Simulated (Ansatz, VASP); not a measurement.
# Two plane-wave programs on NaI

```
Na I
1.0
     0.00000    3.21866    3.21866
     3.21866    0.00000    3.21866
     3.21866    3.21866    0.00000
Na I
1 1
Cartesian
  0.0000 0.0000 0.0000
  3.2187 3.2187 3.2187
```

Alike in both runs: task relaxation of cell and atoms; functional PBE; dispersion D3(BJ); k mesh 6 × 6 × 6; occupations gaussian, width 0.02 eV; no spin polarisation.

|  | VASP | Ansatz |
| --- | --- | --- |
| version | VASP 6.6.1 | Ansatz 0.2.0 |
| potentials or method | VASP PAW PBE potentials, release 64 (Na_pv, I), cutoff 600 eV | scalar-relativistic, plane waves, PAW |
| valence electrons in the cell | 14 | 26 |

```tsv
	VASP	Ansatz	Ansatz less VASP
gap on the k mesh at the Fermi level, each at its own relaxed structure (eV)	3.78	3.80	+0.013
relaxed volume (Å³/atom)	32.21	32.10	-0.106
relaxed cell length with the largest relative difference (Å)	4.500	4.495	-0.0049
```

VASP's potentials hold 14 valence electrons a cell and Ansatz's 26, so a difference there can come from the potentials and not from the codes.

Neither program's run includes spin-orbit coupling.
